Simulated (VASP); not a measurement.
Crystal: CdS.

```
Cd S
1.0
     4.15000    0.00000    0.00000
    -2.07500    3.59401    0.00000
     0.00000    0.00000    6.73700
Cd S
2 2
Direct
  0.66667 0.33333 0.50000
  0.33333 0.66667 0.00000
  0.66667 0.33333 0.87500
  0.33333 0.66667 0.37500
```

* Program: VASP 6.6.1
* Task: relaxation of cell and atoms
* Functional: PBEsol
* Dispersion: D4
* Potentials or basis: VASP PAW PBE potentials, release 64 (Cd, S)
* Cutoff: 600 eV
* k mesh: 7 × 7 × 4
* Occupations: fermi-dirac, width 0.05 eV
* Spin: no spin polarisation

At the start: pressure -1.8 GPa; volume 25.12 Å³/atom.

Q: Where does the relaxation end?

A: Over 10 steps the energy falls by 4.4 meV/atom and the volume is 24.39 Å³/atom (-2.9 %); space group P6_3mc (No. 186, to 0.1 Å) before and after.

The path:
```
step  energy change (eV)  largest force (eV/Å)  pressure (GPa)  volume (Å³)
   1              0.0000                0.0665           -1.82       100.48
   2             -0.0147                0.0031            0.83        96.39
   3             -0.0176                0.0196            0.00        97.56
   4             -0.0176                0.0183            0.01        97.50
   5             -0.0175                0.0172            0.04        97.44
   6             -0.0176                0.0012            0.06        97.47
   7             -0.0176                0.0021            0.06        97.47
   8             -0.0176                0.0013           -0.03        97.60
   9             -0.0176                0.0005           -0.03        97.57
  10             -0.0176                0.0000           -0.01        97.55
```

Final structure:
```
Cd S
1.0
     4.10347    0.00000    0.00000
    -2.05174    3.55371    0.00000
     0.00000    0.00000    6.68933
Cd S
2 2
Direct
  0.66667 0.33333 0.49949
  0.33333 0.66667 0.99949
  0.66667 0.33333 0.87551
  0.33333 0.66667 0.37551
```

Caveat: the PAW data sets were made with another functional, which shifts forces and pressure a little.
